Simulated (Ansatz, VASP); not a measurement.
## Two plane-wave programs on C

```
C
1.0
     2.47100    0.00000    0.00000
    -1.23550    2.13995    0.00000
     0.00000    0.00000   26.00242
C
2
Direct
  0.66667 0.33333 0.50000
  0.33333 0.66667 0.50000
```

Alike in both runs: task single point; functional PBE; dispersion D3(BJ); k mesh 21 × 21 × 1; occupations gaussian, width 0.1 eV; no spin polarisation.

|  | VASP | Ansatz |
| --- | --- | --- |
| version | VASP 6.6.1 | Ansatz 0.2.0 |
| potentials or method | VASP PAW PBE potentials, release 64 (C), cutoff 520 eV | scalar-relativistic, plane waves, PAW |
| valence electrons in the cell | 8 | 8 |

```csv
,VASP,Ansatz,Ansatz less VASP
gap on the k mesh at the Fermi level (eV),none,none,-
"work function, face that differs most (eV)",4.26,4.26,-0.001
```

A gap of «none» marks a metal or a gap that the smearing closes. Ansatz's warnings: xc potential rough in thin density.
